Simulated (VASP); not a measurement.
# Zr3Cd2 in VASP: a series of runs

Zr3Cd2 is run at these levels: PBE; tasks: single point.

All numbers are computed with VASP 6.6.1; they aren't measurements. Logs are shortened: lines on timing, memory, paths and dates and some standing lists are left out, and cuts for length are marked.

### 1 The cell of the first run

Symmetry: P4/mmm, No. 123, tetragonal system. Conventional cell: a = 5.553 Å, b = 5.553 Å, c = 5.133 Å, α = 90.00°, β = 90.00°, γ = 90.00°. Zr (site symmetry mmm) has 6 Cd at 2.78 to 3.78 Å and 6 Zr at 2.78 to 3.93 Å within 4.0 Å. Within 3.7 Å of Zr (site symmetry 4/mmm) lie 4 Zr at 2.78 Å. Within 3.4 Å of Cd (site symmetry 4/mmm) lie 2 Cd at 2.57 Å. Within 3.4 Å of Cd (site symmetry 4/mmm) lie 2 Cd at 2.57 Å and 4 Zr at 2.78 Å.

### 2 Single point, PBE (31.65 Å³/atom)

Input file INCAR:

```
SYSTEM = Zr3Cd2
ALGO = Fast ; EDIFF = 1E-7
ENCUT = 520 ; GGA = PE
ISIF = 2 ; ISMEAR = 0
LASPH = .True. ; LCHARG = .False.
LREAL = .False. ; LWAVE = .False.
NBANDS = 38 ; NELM = 80
PREC = Accurate ; SIGMA = 0.1
```

Input file KPOINTS:

```
k-points
0
Gamma
  6 8 6
  0 0 0
```

Input file POSCAR:

```
Zr3Cd2
1.0
    5.5528719739      0.0000000000      0.0000000000
    0.0000000000      5.1329425727      0.0000000000
    0.0000000000      0.0000000000      5.5529216629
Zr Cd
3 2
Direct
    0.0000000000      0.0000000000      0.5000000000
    0.5000000000      0.0000000000      0.0000000000
    0.0000000000      0.0000000000      0.0000000000
    0.5000000000      0.5000000000      0.5000000000
    0.5000000000      0.0000000000      0.5000000000
```

Potentials or basis: VASP PAW PBE potentials, release 64 (Zr_sv, Cd).

Command:

```
cat potpaw_PBE.64/Zr_sv/POTCAR potpaw_PBE.64/Cd/POTCAR > POTCAR
mpirun -np 1 vasp_std > vasp.out
```

OUTCAR:

```text
SYSTEM = Zr3Cd2
   EDIFF = 1E-7
   ENCUT = 520
   GGA = PE
   ISIF = 2
   ISMEAR = 0
   LASPH = .True.
   LREAL = .False.
   NELM = 80
   PREC = Accurate

 ion  position               nearest neighbor table
   1  0.000  0.000  0.500-   5 2.78   5 2.78   3 2.78   3 2.78   4 3.78   4 3.78   4 3.78   4 3.78

   2  0.500  0.000  0.000-   3 2.78   3 2.78   5 2.78   5 2.78   4 3.78   4 3.78   4 3.78   4 3.78

   3  0.000  0.000  0.000-   2 2.78   2 2.78   1 2.78   1 2.78
   4  0.500  0.500  0.500-   5 2.57   5 2.57   1 3.78   1 3.78   1 3.78   1 3.78   2 3.78   2 3.78
                             2 3.78   2 3.78
   5  0.500  0.000  0.500-   4 2.57   4 2.57   1 2.78   1 2.78   2 2.78   2 2.78

  LATTYP: Found a simple tetragonal cell.
 ALAT       =     5.5528719739
 C/A-ratio  =     0.9243761781

  Lattice vectors:

 A1 = (  -5.5528719739,   0.0000000000,   0.0000000000)
 A2 = (   0.0000000000,   0.0000000000,   5.5529216629)
 A3 = (   0.0000000000,   5.1329425727,   0.0000000000)

Analysis of symmetry for initial positions (statically):
=====================================================================
 Subroutine PRICEL returns:
 Original cell was already a primitive cell.

 Routine SETGRP: Setting up the symmetry group for a
 simple tetragonal supercell.

 Subroutine GETGRP returns: Found 16 space group operations
 (whereof 16 operations were pure point group operations)
 out of a pool of 16 trial point group operations.

The static configuration has the point symmetry D_4h.

Analysis of symmetry for dynamics (positions and initial velocities):
=====================================================================
 Subroutine PRICEL returns:
 Original cell was already a primitive cell.

 Routine SETGRP: Setting up the symmetry group for a
 simple tetragonal supercell.

 Subroutine GETGRP returns: Found 16 space group operations
 (whereof 16 operations were pure point group operations)
 out of a pool of 16 trial point group operations.

The dynamic configuration has the point symmetry D_4h.

 Subroutine INISYM returns: Found 16 space group operations
 (whereof 16 operations are pure point group operations),
 and found     1 'primitive' translations

----------------------------------------------------------------------------------------

                                     Primitive cell

  volume of cell :     158.2726

  direct lattice vectors                    reciprocal lattice vectors
     5.552871974  0.000000000  0.000000000     0.180086990  0.000000000  0.000000000
     0.000000000  5.132942573  0.000000000     0.000000000  0.194820025  0.000000000
     0.000000000  0.000000000  5.552921663     0.000000000  0.000000000  0.180085379

  length of vectors
     5.552871974  5.132942573  5.552921663     0.180086990  0.194820025  0.180085379

  position of ions in fractional coordinates (direct lattice)
     0.000000000  0.000000000  0.500000000
     0.500000000  0.000000000  0.000000000
     0.000000000  0.000000000  0.000000000
     0.500000000  0.500000000  0.500000000
     0.500000000  0.000000000  0.500000000

  ion indices of the primitive-cell ions
   primitive index   ion index
                 1           1
                 2           2
                 3           3
                 4           4
                 5           5

----------------------------------------------------------------------------------------

 KPOINTS: k-points

Automatic generation of k-mesh.
 Grid dimensions read from file:
 generate k-points for:    6    8    6

 Generating k-lattice:

  Cartesian coordinates                     Fractional coordinates (reciprocal lattice)
     0.030014498  0.000000000  0.000000000     0.166666667  0.000000000  0.000000000
     0.000000000  0.024352503  0.000000000     0.000000000  0.125000000  0.000000000
     0.000000000  0.000000000  0.030014230     0.000000000  0.000000000  0.166666667

  Length of vectors
     0.030014498  0.024352503  0.030014230

  Shift w.r.t. Gamma in fractional coordinates (k-lattice)
     0.000000000  0.000000000  0.000000000

 Subroutine IBZKPT returns following result:
 ===========================================

 Found     50 irreducible k-points:

 Following reciprocal coordinates:
            Coordinates               Weight
  0.000000  0.000000  0.000000      1.000000
  0.166667  0.000000  0.000000      4.000000
  0.333333  0.000000  0.000000      4.000000
  0.500000  0.000000  0.000000      2.000000
  0.000000  0.125000  0.000000      2.000000
  0.166667  0.125000  0.000000      8.000000
[... 16 lines left out ...]
  0.500000  0.000000  0.166667      4.000000
  0.166667  0.125000  0.166667      8.000000
 [... further k-points ...]
   k-points           NKPTS =     50   k-points in BZ     NKDIM =     50   number of bands    NBANDS=     38
   number of dos      NEDOS =    301   number of ions     NIONS =      5
   total plane-waves  NPLWV =  70560
   dimension x,y,z NGX =    42 NGY =   40 NGZ =   42
   dimension x,y,z NGXF=    84 NGYF=   80 NGZF=   84
   ions per type =               3   2
   NGX,Y,Z   is equivalent  to a cutoff of  12.57, 12.96, 12.57 a.u.
   NGXF,Y,Z  is equivalent  to a cutoff of  25.15, 25.91, 25.15 a.u.
 SYSTEM =  Zr3Cd2
   PREC   = accura    normal or accurate (medium, high low for compatibility)
   ISTART =      0    job   : 0-new  1-cont  2-samecut
   ICHARG =      2    charge: 1-file 2-atom 10-const
   ISPIN  =      1    spin polarized calculation?
   LNONCOLLINEAR =      F non collinear calculations
   LSORBIT =      F    spin-orbit coupling
   LASPH  =      T    aspherical Exc in radial PAW
   ENCUT  =  520.0 eV  38.22 Ry    6.18 a.u.  10.32  9.54 10.32*2*pi/ulx,y,z
   NELM   =     80;   NELMIN=  2; NELMDL= -5     # of ELM steps
   EDIFF  = 0.1E-06   stopping-criterion for ELM
   LREAL  =      F    real-space projection
   EDIFFG = 0.1E-05   stopping-criterion for IOM
   NSW    =      0    number of steps for IOM
   IBRION =     -1    ionic relax: 0-MD 1-quasi-New 2-CG
   NFREE  =      0    steps in history (QN), initial steepest desc. (CG)
   ISIF   =      2    stress and relaxation
   ISYM   =      2    0-nonsym 1-usesym 2-fastsym
   POTIM  = 0.5000    time-step for ionic-motion
   TEBEG  =    0.0;   TEEND  =   0.0 temperature during run
   PSTRESS=    0.0 pullay stress
   NELECT =      60.0000    total number of electrons
   NUPDOWN=      -1.0000    fix difference up-down
   EMIN   =  10.00;   EMAX   =-10.00  energy-range for DOS
   EFERMI =   0.00;   METHOD = LEGACY
   ISMEAR =     0;   SIGMA  =   0.10  broadening in eV -4-tet -1-fermi 0-gaus
   EFERMI_NEDOS =   21; number of points for ismear=-14 and -15
   IALGO  =     68    algorithm
   IMIX   =      4    mixing-type and parameters
     AMIX     =   0.40;   BMIX     =  1.00
     AMIX_MAG =   1.60;   BMIX_MAG =  1.00
  volume/ion in A,a.u.               =      31.65       213.62
  Fermi-wavevector in a.u.,A,eV,Ry     =   1.184832  2.239007 19.100218  1.403826
  Thomas-Fermi vector in A             =   2.321038
   LORBIT       =      0    0 simple, 1 ext, 2 COOP (PROOUT), +10 PAW based schemes
   GGA     = PE    functional components
   LHFCALC =     F    Hartree Fock is set to
   AEXX    =    0.0000 exact exchange contribution
   IVDW    =     0    specifies the selected vdW correction
   LEPSILON=     F    determine dielectric tensor
   LRPA    =     F    only Hartree local field effects (RPA)
 non-spin polarized calculation
 RMM-DIIS sequential band-by-band and
 Gauss-broadening in eV      SIGMA  =   0.10
  energy-cutoff  :      520.00
  volume of cell :      158.27
 maximum number of plane-waves:      4295
 NGX is ok and might be reduce to    42
   NGX = 21   NGY = 19   NGZ = 21

 number of electron      60.0000011 magnetization

 Free energy of the ion-electron system (eV)
  ---------------------------------------------------
  ext. energy  EPLUGINS =         0.00000000
  ---------------------------------------------------
  free energy    TOTEN  =       -21.29822142 eV

  energy without entropy =      -21.27859837  energy(sigma->0) =      -21.28840989

 E-fermi :   3.7057     XC(G=0):  -9.1777

 val. band max:        3.6806900822   @ k =   0.1667   0.0000   0.1667
 cond. band min:       3.7275797554   @ k =   0.5000   0.1250   0.1667
 fundamental gap:      0.0468896732
 Fermi energy:         3.7057327654

 k-point     1 :       0.0000    0.0000    0.0000
  band No.  band energies     occupation
      1     -45.4843      2.00000
      2     -45.4409      2.00000
      3     -44.7975      2.00000
      4     -23.9590      2.00000
      5     -23.9588      2.00000
      6     -23.6530      2.00000
[... 30 lines left out ...]
     37       6.4132      0.00000
     38       7.0124      0.00000

 k-point     2 :       0.1667    0.0000    0.0000
  band No.  band energies     occupation
      1     -45.4796      2.00000
      2     -45.4414      2.00000
      3     -44.8024      2.00000
      4     -23.9543      2.00000
      5     -23.8673      2.00000
      6     -23.6486      2.00000
[... 30 lines left out ...]
     37       6.3652      0.00000
     38       6.7694      0.00000

 k-point     3 :       0.3333    0.0000    0.0000
  band No.  band energies     occupation
      1     -45.4691      2.00000
      2     -45.4433      2.00000
      3     -44.8124      2.00000
      4     -23.9449      2.00000
      5     -23.6620      2.00000
      6     -23.6385      2.00000
[... 30 lines left out ...]
     37       6.1283      0.00000
     38       6.6387      0.00000

 k-point     4 :       0.5000    0.0000    0.0000
  band No.  band energies     occupation
      1     -45.4628      2.00000
      2     -45.4451      2.00000
      3     -44.8175      2.00000
      4     -23.9401      2.00000
      5     -23.6322      2.00000
      6     -23.6189      2.00000
[... 30 lines left out ...]
     37       5.5504      0.00000
     38       5.8954      0.00000
[... 703 lines left out ...]
      4     -23.8501      2.00000
      5     -23.6545      2.00000
      6     -23.6345      2.00000
[... 30 lines left out ...]
     37       5.7029      0.00000
     38       6.2954      0.00000

 k-point    23 :       0.5000    0.0000    0.1667
  band No.  band energies     occupation
      1     -45.4584      2.00000
      2     -45.4450      2.00000
      3     -44.8227      2.00000
      4     -23.8438      2.00000
      5     -23.6283      2.00000
      6     -23.6262      2.00000
[... 30 lines left out ...]
     37       5.3788      0.00000
     38       5.4551      0.00000

 k-point    24 :       0.1667    0.1250    0.1667
  band No.  band energies     occupation
      1     -45.4749      2.00000
      2     -45.4418      2.00000
      3     -44.8074      2.00000
      4     -23.8655      2.00000
      5     -23.8578      2.00000
      6     -23.6445      2.00000
[... 30 lines left out ...]
     37       6.2302      0.00000
     38       6.5842      0.00000

 [... further k-points ...]

------------------------ aborting loop because EDIFF is reached ----------------------------------------

  FORCE on cell =-STRESS in cart. coord.  units (eV):
  Direction    XX          YY          ZZ          XY          YZ          ZX
  --------------------------------------------------------------------------------------
  -------------------------------------------------------------------------------------
  Total        1.5057842      1.7023100      1.5058111      0.0000000      0.0000000      0.0000000
  in kB       15.2429036     17.2323145     15.2431764      0.0000000      0.0000000      0.0000000
  external PRESSURE =      15.9061315 kB  Pullay stress =       0.0000000 kB

 VOLUME and BASIS-vectors are now :
 -----------------------------------------------------------------------------
  energy-cutoff  :      520.00
  volume of cell :      158.27
      direct lattice vectors                 reciprocal lattice vectors
     5.552871974  0.000000000  0.000000000     0.180086990  0.000000000  0.000000000
     0.000000000  5.132942573  0.000000000     0.000000000  0.194820025  0.000000000
     0.000000000  0.000000000  5.552921663     0.000000000  0.000000000  0.180085379

 POSITION                                       TOTAL-FORCE (eV/Angst)
 -----------------------------------------------------------------------------------
      0.00000      0.00000      2.77646         0.000000      0.000000      0.000000
      2.77644      0.00000      0.00000         0.000000      0.000000      0.000000
      0.00000      0.00000      0.00000         0.000000      0.000000      0.000000
      2.77644      2.56647      2.77646         0.000000      0.000000      0.000000
      2.77644      0.00000      2.77646         0.000000      0.000000      0.000000
 -----------------------------------------------------------------------------------
    total drift:                                0.000000      0.000000     -0.000000

  FREE ENERGIE OF THE ION-ELECTRON SYSTEM (eV)
  ---------------------------------------------------
  free  energy   TOTEN  =       -21.2982214196 eV

  energy  without entropy=      -21.2785983654  energy(sigma->0) =      -21.28840989
```

It took 5.5 min on 1 thread of Intel Xeon 6975P-C (Granite Rapids), shared host; peak memory 0.41 GiB.

Results:

* Free energy: -21.2982 eV
* Pressure: 1.6 GPa
* Band gap on the k mesh: zero (bands 30 and 31 overlap by 0.94 eV)

Stress tensor (GPa, compression positive):
```
1.52 0.00 0.00
0.00 1.72 0.00
0.00 0.00 1.52
```

Levels at points of the mesh, in eV from the Fermi level:
```
           k point  band 27  band 28  band 29  band 30  band 31  band 32  band 33  band 34
(0.00, 0.00, 0.00)    -1.22    -0.78    -0.78    -0.23    -0.12    -0.12     0.69     1.40
(0.50, 0.00, 0.00)    -1.18    -0.66    -0.36    -0.21     0.40     0.67     1.03     1.17
(0.00, 0.50, 0.00)    -1.49    -1.25    -1.25     0.65     0.89     0.89     1.17     1.17
(0.50, 0.50, 0.00)    -0.94    -0.93    -0.83     0.32     0.51     0.99     0.99     1.00
(0.50, 0.00, 0.50)    -0.58    -0.08    -0.08     0.14     0.77     0.77     0.93     0.98
(0.50, 0.50, 0.50)    -0.61    -0.37    -0.37     0.40     0.77     0.77     1.37     1.51
```

### 3 Single point, PBE

This run uses another cell than the first one, of 32.63 Å³/atom.

Input file INCAR:

```
SYSTEM = Zr3Cd2
ALGO     = Fast           ! electronic algorithm
EDIFF    = 1E-7           ! SCF threshold, eV
ENCUT    = 520            ! plane-wave cutoff, eV
GGA      = PE             ! functional
ISIF     = 2              ! what is computed and relaxed
ISMEAR   = 0              ! smearing method
LASPH    = .TRUE.         ! aspherical terms in the spheres
LCHARG   = .FALSE.        ! write CHGCAR
LREAL    = .FALSE.        ! projectors in reciprocal space
LWAVE    = .FALSE.        ! write WAVECAR
NBANDS   = 38             ! bands
NELM     = 80             ! most SCF steps
PREC     = Accurate       ! precision mode
SIGMA    = 0.1            ! smearing width, eV
```

Input file KPOINTS:

```
k-points
0
G
  8 6 6
  0 0 0
```

POSCAR, as its differences from that of step 2:

```diff
@@ -2,5 +2,5 @@
 1.0
-    5.5528719739      0.0000000000      0.0000000000
-    0.0000000000      5.1329425727      0.0000000000
-    0.0000000000      0.0000000000      5.5529216629
+    5.5945692788      0.0000000000      0.0000000000
+    0.0000000000      5.2117889253      0.0000000000
+    0.0000000000      0.0000000000      5.5960347616
 Zr Cd
```

Potentials or basis: VASP PAW PBE potentials, release 64 (Zr_sv, Cd).

Command:

```
cat potpaw_PBE.64/Zr_sv/POTCAR potpaw_PBE.64/Cd/POTCAR > POTCAR
mpirun -np 1 vasp_std > vasp.out
```

OUTCAR:

```text
SYSTEM = Zr3Cd2
   EDIFF = 1E-7
   ENCUT = 520
   GGA = PE
   ISIF = 2
   ISMEAR = 0
   LASPH = .TRUE.
   LREAL = .FALSE.
   NELM = 80
   PREC = Accurate

 ion  position               nearest neighbor table
   1  0.000  0.000  0.500-   5 2.80   5 2.80   3 2.80   3 2.80   4 3.82   4 3.82   4 3.82   4 3.82

   2  0.500  0.000  0.000-   3 2.80   3 2.80   5 2.80   5 2.80   4 3.82   4 3.82   4 3.82   4 3.82

   3  0.000  0.000  0.000-   2 2.80   2 2.80   1 2.80   1 2.80
   4  0.500  0.500  0.500-   5 2.61   5 2.61   1 3.82   1 3.82   1 3.82   1 3.82   2 3.82   2 3.82
                             2 3.82   2 3.82
   5  0.500  0.000  0.500-   4 2.61   4 2.61   1 2.80   1 2.80   2 2.80   2 2.80

  LATTYP: Found a simple orthorhombic cell.
 ALAT       =     5.2117889253
 B/A-ratio  =     1.0734450990
 C/A-ratio  =     1.0737262851

  Lattice vectors:

 A1 = (   0.0000000000,  -5.2117889253,   0.0000000000)
 A2 = (   5.5945692788,   0.0000000000,   0.0000000000)
 A3 = (   0.0000000000,   0.0000000000,   5.5960347616)

Analysis of symmetry for initial positions (statically):
[... 184 lines left out ...]
 cond. band min:       3.5136482078   @ k =   0.3750   0.1667   0.3333
 fundamental gap:      0.0126281298
 Fermi energy:         3.5073415129

 k-point     1 :       0.0000    0.0000    0.0000
  band No.  band energies     occupation
      1     -45.7491      2.00000
      2     -45.7076      2.00000
      3     -45.0800      2.00000
      4     -24.1858      2.00000
      5     -24.1649      2.00000
      6     -23.9151      2.00000
[... 973 lines left out ...]
     37       5.3141      0.00000
     38       5.7977      0.00000

 [... further k-points ...]

------------------------ aborting loop because EDIFF is reached ----------------------------------------

  FORCE on cell =-STRESS in cart. coord.  units (eV):
  Direction    XX          YY          ZZ          XY          YZ          ZX
  --------------------------------------------------------------------------------------
  -------------------------------------------------------------------------------------
  Total        0.1127640      0.2590765      0.0948451      0.0000000      0.0000000      0.0000000
  in kB        1.1072540      2.5439275      0.9313038      0.0000000      0.0000000      0.0000000
  external PRESSURE =       1.5274951 kB  Pullay stress =       0.0000000 kB

 VOLUME and BASIS-vectors are now :
 -----------------------------------------------------------------------------
  energy-cutoff  :      520.00
  volume of cell :      163.17
      direct lattice vectors                 reciprocal lattice vectors
     5.594569279  0.000000000  0.000000000     0.178744770  0.000000000  0.000000000
     0.000000000  5.211788925  0.000000000     0.000000000  0.191872698  0.000000000
     0.000000000  0.000000000  5.596034762     0.000000000  0.000000000  0.178697961

 POSITION                                       TOTAL-FORCE (eV/Angst)
 -----------------------------------------------------------------------------------
      0.00000      0.00000      2.79802         0.000000      0.000000      0.000000
      2.79728      0.00000      0.00000         0.000000      0.000000      0.000000
      0.00000      0.00000      0.00000         0.000000      0.000000      0.000000
      2.79728      2.60589      2.79802         0.000000      0.000000      0.000000
      2.79728      0.00000      2.79802         0.000000      0.000000      0.000000
 -----------------------------------------------------------------------------------
    total drift:                                0.000000      0.000000     -0.000000

  FREE ENERGIE OF THE ION-ELECTRON SYSTEM (eV)
  ---------------------------------------------------
  free  energy   TOTEN  =       -21.3078695821 eV

  energy  without entropy=      -21.2808764444  energy(sigma->0) =      -21.29437301
```

OSZICAR:

```text
N       E                     dE             d eps       ncg     rms          rms(c)
DAV:   1     0.590926008209E+03    0.59093E+03   -0.30757E+04  6080   0.150E+03
DAV:   2     0.205172867591E+02   -0.57041E+03   -0.55751E+03  6638   0.432E+02
DAV:   3    -0.201947945199E+02   -0.40712E+02   -0.39556E+02  9842   0.955E+01
[... 23 lines left out ...]
RMM:  27    -0.213078691853E+02   -0.17844E-06   -0.20259E-06  5610   0.288E-03    0.270E-03
RMM:  28    -0.213078693253E+02   -0.13993E-06   -0.16069E-06  5373   0.265E-03    0.275E-03
RMM:  29    -0.213078694297E+02   -0.10440E-06   -0.12234E-06  5095   0.250E-03    0.275E-03
RMM:  30    -0.213078695171E+02   -0.87382E-07   -0.10554E-06  5002   0.243E-03    0.278E-03
RMM:  31    -0.213078695821E+02   -0.65049E-07   -0.82257E-07  4950   0.230E-03
   1 F= -.21307870E+02 E0= -.21294373E+02  d E =-.269931E-01
```

stdout:

```text
[... 28 lines left out ...]
```

Run time: 9.2 min. Hardware: 1 thread of Intel Xeon 6975P-C (Granite Rapids), shared host; peak memory 0.53 GiB.

What came out:

```yaml
Free_energy: -21.3079 eV
Pressure: 0.2 GPa
Band_gap_on_the_k_mesh: zero (bands 30 and 31 overlap by 0.91 eV)
```

The gap in the log of VASP goes by the Fermi energy; the results here count the filled bands.